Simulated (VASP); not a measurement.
Input of a VASP 6.6.1 run:

Contents of INCAR:

```
PREC     = Accurate       # precision mode
ENCUT    = 600            # plane-wave cutoff, eV
EDIFF    = 1E-6           # SCF threshold, eV
ISMEAR   = 1              # smearing method
SIGMA    = 0.05           # smearing width, eV
LREAL    = F              # projectors in reciprocal space
LASPH    = T              # aspherical terms in the spheres
NELM     = 120            # most SCF steps
ALGO     = Normal         # electronic algorithm
ISIF     = 2              # what is computed and relaxed
LWAVE    = F              # write WAVECAR
LCHARG   = T              # write CHGCAR
GGA      = PS             # functional
LELF     = T              # ELF
LVHAR    = T            
NBANDS   = 16             # bands
GGA_COMPAT= F
```

KPOINTS

```
Automatic mesh
0
Gamma
  10 10 10
```

POSCAR

```
C
1.0
    8.4041290000      0.0000000000      0.0000000000
    8.0422227758      2.4396797070      0.0000000000
    8.0422227758      1.1929969621      2.1280966429
C
4
Direct
    0.9128300000      0.9128300000      0.9128300000
    0.2461500000      0.2461500000      0.2461500000
    0.7538500000      0.7538500000      0.7538500000
    0.0871700000      0.0871700000      0.0871700000
```

Potentials or basis: VASP PAW PBE potentials, release 64 (C).

Launch:

```sh
$ cat potpaw_PBE.64/C/POTCAR > POTCAR
$ mpirun -np 1 vasp_std > vasp.out
```

Question: What does it give for the largest force?

Answer: 0.011 eV/Å.

Question: Predict the pressure.

Answer: -1.9 GPa.

Forces in eV/Å, atoms in the order of the input:
```
C    0.000  0.000  0.000
C    0.011  0.002  0.001
C   -0.011 -0.002 -0.001
C    0.000  0.000  0.000
```

Caveat: this functional lacks dispersion, which binds the layers, so the pressure and a relaxed spacing across them are unreliable; the PAW data sets were made with another functional, which shifts forces and pressure a little.
